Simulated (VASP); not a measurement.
Runs of VASP 6.6.1 on HfN. The structure is that of space group I-4m2 (No. 119), or close to it. The cells are those of the table. 

```tsv
cell	gap on the mesh (eV)	pressure (GPa)
a = 3.473, b = 3.473, c = 3.558 Å, angles 59.2, 59.2, 61.6°, 2 atoms	none	-14.1
a = 3.476, b = 3.476, c = 3.645 Å, angles 58.4, 58.4, 63.2°, 2 atoms	none	-17.8
a = 3.517, b = 3.517, c = 3.645 Å, angles 58.8, 58.8, 62.4°, 2 atoms	none	(a)
a = 3.559, b = 3.559, c = 3.645 Å, angles 59.2, 59.2, 61.6°, 2 atoms	none	-24.0
```

Alike in all rows: task single point; level LDA; potentials or basis VASP PAW LDA potentials, release 64 (Hf_pv, N); no spin polarisation; k mesh 16 × 16 × 16; cutoff (eV) 520; smearing gaussian 0.15 eV.

Task: Estimate the missing entries.

Result: (a) -21.1.

Caveats: spin-orbit coupling is left out, which moves the levels of the heavy elements; an odd number of electrons without spin polarisation forces a metal; a magnetic or distorted state may lie lower; the stress differs along the axes, from -17 to -9 GPa (at least some runs); the stress differs along the axes, from -22 to -9 GPa (at least some runs); the stress differs along the axes, from -24 to -14 GPa (at least some runs); the stress differs along the axes, from -26 to -19 GPa (at least some runs).

A k mesh can miss the band edges, and the runs leave out spin-orbit coupling on Hf.

A gap of «none» marks levels without a gap at the run's occupations.
